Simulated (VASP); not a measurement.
# Ti (P6/mmm) in VASP: further runs, part 2 of 3

VASP 6.6.1.

**3. Single point, r2SCAN (strain along c alone, the other axes held: -2.0 %)**

POSCAR reads:

```
Ti
1.0
    4.5680217014      0.0000000000      0.0000000000
   -2.2840108507      3.9560228385      0.0000000000
    0.0000000000      0.0000000000      2.7680716789
Ti
3
Direct
    0.0000000000      0.0000000000      0.0000000000
    0.3333333333      0.6666666667      0.5000000000
    0.6666666667      0.3333333333      0.5000000000
```

INCAR.step1 reads:

```
SYSTEM = Ti
ALGO = Normal
EDIFF = 1E-4
ENCUT = 520
GGA = PE
ISMEAR = 0
LASPH = .TRUE.
LCHARG = .FALSE.
LREAL = .FALSE.
LWAVE = .TRUE.
NBANDS = 25
NELM = 60
PREC = Accurate
SIGMA = 0.1
```

INCAR.step2 reads:

```
SYSTEM = Ti
ALGO = Normal
EDIFF = 1E-7
ENCUT = 520
ISIF = 2
ISMEAR = 0
ISTART = 1
LASPH = .TRUE.
LCHARG = .FALSE.
LMIXTAU = .TRUE.
LREAL = .FALSE.
LWAVE = .FALSE.
METAGGA = R2SCAN
NBANDS = 25
NELM = 60
PREC = Accurate
SIGMA = 0.1
```

KPOINTS reads:

```
k-points
0
G
  12 12 18
  0 0 0
```

Potentials or basis: VASP PAW PBE potentials, release 64 (Ti_sv).

On the command line:

```
$ cat potpaw_PBE.64/Ti_sv/POTCAR > POTCAR
$ cp INCAR.step1 INCAR
$ mpirun -np 1 vasp_std > vasp.out
$ cp INCAR.step2 INCAR
$ mpirun -np 1 vasp_std > vasp.out
```

OUTCAR:

```text
SYSTEM = Ti
   EDIFF = 1E-7
   ENCUT = 520
   ISIF = 2
   ISMEAR = 0
   ISTART = 1
   LASPH = .TRUE.
   LREAL = .FALSE.
   METAGGA = R2SCAN
   NELM = 60
   PREC = Accurate

 ion  position               nearest neighbor table
   1  0.000  0.000  0.000-
   2  0.333  0.667  0.500-   3 2.64   3 2.64   3 2.64
   3  0.667  0.333  0.500-   2 2.64   2 2.64   2 2.64

  LATTYP: Found a hexagonal cell.
 ALAT       =     4.5680217014
 C/A-ratio  =     0.6059672786

  Lattice vectors:

 A1 = (   4.5680217014,   0.0000000000,   0.0000000000)
 A2 = (  -2.2840108507,   3.9560228385,   0.0000000000)
 A3 = (   0.0000000000,   0.0000000000,   2.7680716789)

Analysis of symmetry for initial positions (statically):
=====================================================================
 Subroutine PRICEL returns:
 Original cell was already a primitive cell.

 Routine SETGRP: Setting up the symmetry group for a
 hexagonal supercell.

[... 157 lines left out ...]
   NGX = 17   NGY = 17   NGZ = 11

 number of electron      35.9999999 magnetization

 Free energy of the ion-electron system (eV)
  ---------------------------------------------------
  ext. energy  EPLUGINS =         0.00000000
  ---------------------------------------------------
  free energy    TOTEN  =       -38.88334065 eV

  energy without entropy =      -38.87276975  energy(sigma->0) =      -38.87805520

 E-fermi :   8.7019     XC(G=0): -12.6116

 val. band max:        8.6983461255   @ k =   0.3333   0.0833   0.0000
 cond. band min:       8.7064069566   @ k =   0.3333   0.2500   0.2778
 fundamental gap:      0.0080608311
 Fermi energy:         8.7019071807

 k-point     1 :       0.0000    0.0000    0.0000
  band No.  band energies     occupation
      1     -50.4805      2.00000
      2     -50.2385      2.00000
      3     -50.0731      2.00000
      4     -25.7543      2.00000
      5     -25.7543      2.00000
      6     -25.6891      2.00000
[... 661 lines left out ...]
     24      10.9932      0.00000
     25      11.6966      0.00000

 [... further k-points ...]
[... 5 lines left out ...]
  --------------------------------------------------------------------------------------
  -------------------------------------------------------------------------------------
  Total        0.4942718      0.4942718      1.9206892      0.0000000      0.0000000      0.0000000
  in kB       15.8311368     15.8311368     61.5181686      0.0000000      0.0000000      0.0000000
  external PRESSURE =      31.0601474 kB  Pullay stress =       0.0000000 kB

 VOLUME and BASIS-vectors are now :
 -----------------------------------------------------------------------------
  energy-cutoff  :      520.00
  volume of cell :       50.02
      direct lattice vectors                 reciprocal lattice vectors
     4.568021701  0.000000000  0.000000000     0.218913146  0.126389564  0.000000000
    -2.284010851  3.956022839  0.000000000     0.000000000  0.252779127  0.000000000
     0.000000000  0.000000000  2.768071679     0.000000000  0.000000000  0.361262321

 POSITION                                       TOTAL-FORCE (eV/Angst)
 -----------------------------------------------------------------------------------
      0.00000      0.00000      0.00000        -0.000000      0.000000     -0.000000
     -0.00000      2.63735      1.38404        -0.000000      0.000000      0.000000
      2.28401      1.31867      1.38404         0.000000     -0.000000     -0.000000
 -----------------------------------------------------------------------------------
    total drift:                                0.000000      0.000000     -0.000000

  FREE ENERGIE OF THE ION-ELECTRON SYSTEM (eV)
  ---------------------------------------------------
  free  energy   TOTEN  =       -38.8833406489 eV

  energy  without entropy=      -38.8727697461  energy(sigma->0) =      -38.87805520
```

OUTCAR.step1:

```text
SYSTEM = Ti
   EDIFF = 1E-4
   ENCUT = 520
   GGA = PE
   ISMEAR = 0
   LASPH = .TRUE.
   LREAL = .FALSE.
   NELM = 60
[... 896 lines left out ...]
      0.00000      0.00000      0.00000        -0.000000      0.000000      0.000000
     -0.00000      2.63735      1.38404         0.000000      0.000000     -0.000000
      2.28401      1.31867      1.38404        -0.000000     -0.000000      0.000000
 -----------------------------------------------------------------------------------
    total drift:                                0.000000      0.000000     -0.000000

  FREE ENERGIE OF THE ION-ELECTRON SYSTEM (eV)
  ---------------------------------------------------
  free  energy   TOTEN  =       -23.5080470214 eV

  energy  without entropy=      -23.4948999236  energy(sigma->0) =      -23.50147347
```

Run time: 6.6 min. Hardware: 1 thread of Intel Xeon 6975P-C (Granite Rapids), shared host; peak memory 0.31 GiB.

What came out:

* Free energy: -38.8833 eV
* Pressure: 3.1 GPa
* Band gap on the k mesh: zero (band 18 reaches 8.85 eV, above the bottom of band 19 at 8.63 eV)

Caveat: the cell differs from its parent crystal (strain along c alone, the other axes held: -2.0 %); the PAW data sets were made with another functional, which shifts forces and pressure a little.

**4. Single point, r2SCAN (strain along c alone, the other axes held: -1.0 %)**

Changes to POSCAR since step 3:

```diff
@@ -4,3 +4,3 @@
    -2.2840108507      3.9560228385      0.0000000000
-    0.0000000000      0.0000000000      2.7680716789
+    0.0000000000      0.0000000000      2.7963173083
 Ti
```

INCAR.step1 reads:

```
  ALGO = Normal
  EDIFF = 1E-4
  ENCUT = 520
  GGA = PE
  ISMEAR = 0
  LASPH = True
  LCHARG = False
  LREAL = False
  LWAVE = True
  NBANDS = 25
  NELM = 60
  PREC = Accurate
  SIGMA = 0.1
```

INCAR.step2 reads:

```
  ALGO = Normal
  EDIFF = 1E-6
  ENCUT = 520
  ISIF = 2
  ISMEAR = 0
  ISTART = 1
  LASPH = True
  LCHARG = False
  LMIXTAU = True
  LREAL = False
  LWAVE = False
  METAGGA = R2SCAN
  NBANDS = 25
  NELM = 60
  PREC = Accurate
  SIGMA = 0.1
```

KPOINTS reads:

```
k-points
0
Gamma
  12 12 18
```

Potentials or basis: VASP PAW PBE potentials, release 64 (Ti_sv).

On the command line:

```
$ cat potpaw_PBE.64/Ti_sv/POTCAR > POTCAR
$ cp INCAR.step1 INCAR
$ mpirun -np 1 vasp_std > vasp.out
$ cp INCAR.step2 INCAR
$ mpirun -np 1 vasp_std > vasp.out
```

OUTCAR:

```text
EDIFF = 1E-6
   ENCUT = 520
   ISIF = 2
   ISMEAR = 0
   ISTART = 1
   LASPH = True
   LREAL = False
   METAGGA = R2SCAN
   NELM = 60
   PREC = Accurate

 ion  position               nearest neighbor table
   1  0.000  0.000  0.000-
   2  0.333  0.667  0.500-   3 2.64   3 2.64   3 2.64
   3  0.667  0.333  0.500-   2 2.64   2 2.64   2 2.64

  LATTYP: Found a hexagonal cell.
 ALAT       =     4.5680217014
 C/A-ratio  =     0.6121506182

  Lattice vectors:

 A1 = (   4.5680217014,   0.0000000000,   0.0000000000)
 A2 = (  -2.2840108507,   3.9560228385,   0.0000000000)
 A3 = (   0.0000000000,   0.0000000000,   2.7963173083)

Analysis of symmetry for initial positions (statically):
=====================================================================
 Subroutine PRICEL returns:
 Original cell was already a primitive cell.

 Routine SETGRP: Setting up the symmetry group for a
 hexagonal supercell.

 Subroutine GETGRP returns: Found 24 space group operations
 (whereof 24 operations were pure point group operations)
 out of a pool of 24 trial point group operations.

The static configuration has the point symmetry D_6h.

Analysis of symmetry for dynamics (positions and initial velocities):
=====================================================================
 Subroutine PRICEL returns:
 Original cell was already a primitive cell.

 Routine SETGRP: Setting up the symmetry group for a
 hexagonal supercell.

 Subroutine GETGRP returns: Found 24 space group operations
 (whereof 24 operations were pure point group operations)
 out of a pool of 24 trial point group operations.

The dynamic configuration has the point symmetry D_6h.

 Subroutine INISYM returns: Found 24 space group operations
 (whereof 24 operations are pure point group operations),
 and found     1 'primitive' translations

[... 104 lines left out ...]
   POTIM  = 0.5000    time-step for ionic-motion
   TEBEG  =    0.0;   TEEND  =   0.0 temperature during run
   PSTRESS=    0.0 pullay stress
   NELECT =      36.0000    total number of electrons
   NUPDOWN=      -1.0000    fix difference up-down
   EMIN   =  10.00;   EMAX   =-10.00  energy-range for DOS
   EFERMI =   0.00;   METHOD = LEGACY
   ISMEAR =     0;   SIGMA  =   0.10  broadening in eV -4-tet -1-fermi 0-gaus
   EFERMI_NEDOS =   21; number of points for ismear=-14 and -15
   IALGO  =     38    algorithm
   IMIX   =      4    mixing-type and parameters
     AMIX     =   0.40;   BMIX     =  1.00
     AMIX_MAG =   1.60;   BMIX_MAG =  1.00
  volume/ion in A,a.u.               =      16.84       113.67
  Fermi-wavevector in a.u.,A,eV,Ry     =   1.462125  2.763016 29.086668  2.137810
  Thomas-Fermi vector in A             =   2.578375
   LORBIT       =      0    0 simple, 1 ext, 2 COOP (PROOUT), +10 PAW based schemes
   METAGGA = R2SCAN    functional components
   LHFCALC =     F    Hartree Fock is set to
   AEXX    =    0.0000 exact exchange contribution
   IVDW    =     0    specifies the selected vdW correction
   LEPSILON=     F    determine dielectric tensor
   LRPA    =     F    only Hartree local field effects (RPA)
 non-spin polarized calculation
 Gauss-broadening in eV      SIGMA  =   0.10
  energy-cutoff  :      520.00
  volume of cell :       50.53
 maximum number of plane-waves:      1402
 NGX is ok and might be reduce to    36
   NGX = 17   NGY = 17   NGZ = 11

 number of electron      35.9999992 magnetization

 Free energy of the ion-electron system (eV)
  ---------------------------------------------------
  ext. energy  EPLUGINS =         0.00000000
  ---------------------------------------------------
  free energy    TOTEN  =       -38.89851440 eV

  energy without entropy =      -38.88765968  energy(sigma->0) =      -38.89308704

 E-fermi :   8.6067     XC(G=0): -12.5582

 val. band max:        8.5950787339   @ k =   0.3333   0.3333   0.2222
 cond. band min:       8.6228988011   @ k =   0.2500   0.0833   0.0000
 fundamental gap:      0.0278200673
 Fermi energy:         8.6067142458

 k-point     1 :       0.0000    0.0000    0.0000
  band No.  band energies     occupation
      1     -50.6152      2.00000
      2     -50.3685      2.00000
      3     -50.2017      2.00000
      4     -25.8858      2.00000
      5     -25.8858      2.00000
      6     -25.8164      2.00000
[... 661 lines left out ...]
     24      10.8764      0.00000
     25      11.5160      0.00000

 [... further k-points ...]
[... 5 lines left out ...]
  --------------------------------------------------------------------------------------
  -------------------------------------------------------------------------------------
  Total        0.3173895      0.3173895      1.0011099      0.0000000      0.0000000     -0.0000000
  in kB       10.0630536     10.0630536     31.7408789      0.0000000      0.0000000     -0.0000000
  external PRESSURE =      17.2889954 kB  Pullay stress =       0.0000000 kB

 VOLUME and BASIS-vectors are now :
 -----------------------------------------------------------------------------
  energy-cutoff  :      520.00
  volume of cell :       50.53
      direct lattice vectors                 reciprocal lattice vectors
     4.568021701  0.000000000  0.000000000     0.218913146  0.126389564  0.000000000
    -2.284010851  3.956022839  0.000000000     0.000000000  0.252779127  0.000000000
     0.000000000  0.000000000  2.796317308     0.000000000  0.000000000  0.357613207

 POSITION                                       TOTAL-FORCE (eV/Angst)
 -----------------------------------------------------------------------------------
      0.00000      0.00000      0.00000        -0.000000      0.000000      0.000000
     -0.00000      2.63735      1.39816         0.000000     -0.000000     -0.000000
      2.28401      1.31867      1.39816        -0.000000      0.000000      0.000000
 -----------------------------------------------------------------------------------
    total drift:                                0.000000      0.000000     -0.000000

  FREE ENERGIE OF THE ION-ELECTRON SYSTEM (eV)
  ---------------------------------------------------
  free  energy   TOTEN  =       -38.8985144005 eV

  energy  without entropy=      -38.8876596764  energy(sigma->0) =      -38.89308704
```

OUTCAR.step1:

```text
EDIFF = 1E-4
   ENCUT = 520
   GGA = PE
   ISMEAR = 0
[... 899 lines left out ...]
      0.00000      0.00000      0.00000         0.000000      0.000000      0.000000
     -0.00000      2.63735      1.39816        -0.000000      0.000000     -0.000000
      2.28401      1.31867      1.39816         0.000000     -0.000000      0.000000
 -----------------------------------------------------------------------------------
    total drift:                                0.000000      0.000000     -0.000000

  FREE ENERGIE OF THE ION-ELECTRON SYSTEM (eV)
  ---------------------------------------------------
  free  energy   TOTEN  =       -23.5228069121 eV

  energy  without entropy=      -23.5095291987  energy(sigma->0) =      -23.51616806
```

OSZICAR.step1:

```text
N       E                     dE             d eps       ncg     rms          rms(c)
DAV:   1     0.431962911025E+03    0.43196E+03   -0.18671E+04  9508   0.180E+03
DAV:   2     0.226342083555E+02   -0.40933E+03   -0.40257E+03  9593   0.518E+02
DAV:   3    -0.229019469853E+02   -0.45536E+02   -0.44418E+02 17432   0.148E+02
DAV:   4    -0.264373770591E+02   -0.35354E+01   -0.35117E+01 13164   0.377E+01
DAV:   5    -0.266198511350E+02   -0.18247E+00   -0.18240E+00 14983   0.718E+00    0.151E+01
DAV:   6    -0.235060376748E+02    0.31138E+01   -0.11316E+01 11900   0.320E+01    0.383E+00
DAV:   7    -0.234893119371E+02    0.16726E-01   -0.12514E+00 14958   0.758E+00    0.244E+00
DAV:   8    -0.235644964743E+02   -0.75185E-01   -0.51966E-01 13641   0.770E+00    0.170E+00
DAV:   9    -0.235306584597E+02    0.33838E-01   -0.18390E-01 13623   0.481E+00    0.644E-01
DAV:  10    -0.235224774392E+02    0.81810E-02   -0.57336E-02 11871   0.214E+00    0.124E-01
DAV:  11    -0.235227237900E+02   -0.24635E-03   -0.35795E-03 15309   0.415E-01    0.115E-01
DAV:  12    -0.235228069121E+02   -0.83122E-04   -0.18192E-04  8585   0.118E-01
   1 F= -.23522807E+02 E0= -.23516168E+02  d E =-.132777E-01
```

Run time: 6.4 min. Hardware: 1 thread of Intel Xeon 6975P-C (Granite Rapids), shared host; peak memory 0.31 GiB.

Results:

| Item | Value |
| --- | --- |
| Free energy | -38.8985 eV |
| Pressure | 1.7 GPa |
| Band gap on the k mesh | zero (band 18 reaches 8.78 eV, above the bottom of band 19 at 8.53 eV) |

Stress tensor (GPa, compression positive):
```
1.01 0.00 0.00
0.00 1.01 0.00
0.00 0.00 3.17
```

Caveat: the cell differs from its parent crystal (strain along c alone, the other axes held: -1.0 %); the PAW data sets were made with another functional, which shifts forces and pressure a little.

(Continued in part 3 of 3.)
